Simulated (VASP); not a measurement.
Runs of VASP 6.6.1 on BP. The structure is that of space group F-43m (No. 216), or close to it. The cells are those of the table. 

```tsv
cell	gap on the mesh (eV)	pressure (GPa)
a = 3.241, b = 3.209 Å, angles 60.3, 59.3, 60.3°, 2 atoms	1.01	-5.0
a = 3.185, b = 3.209 Å, angles 59.8, 60.5, 59.8°, 2 atoms	0.88	0.7
a = 3.225, b = 3.209 Å, angles 60.2, 59.7, 60.2°, 2 atoms	1.07	-3.4
a = 3.193, b = 3.209 Å, angles 59.8, 60.3, 59.8°, 2 atoms	0.97	(b)
a = 3.177, b = 3.209 Å, angles 59.7, 60.7, 59.7°, 2 atoms	0.80	1.5
a = 3.217, b = 3.209 Å, angles 60.1, 59.8, 60.1°, 2 atoms	1.10	-2.7
a = 3.201, b = 3.209 Å, angles 59.9, 60.2, 59.9°, 2 atoms	(a)	-1.0
a = 3.233, b = 3.209 Å, angles 60.2, 59.5, 60.2°, 2 atoms	1.04	-4.2
```

Alike in all rows: task single point; level PBEsol; potentials or basis VASP PAW PBE potentials, release 64 (B, P); no spin polarisation; k mesh 10 × 10 × 10; cutoff (eV) 520; smearing gaussian 0.05 eV.

Task: Estimate the missing entries.

Result: (a) 1.05; (b) -0.2.

Caveats: the PAW data sets were made with another functional, which shifts forces and pressure a little.

A k mesh can miss the band edges.
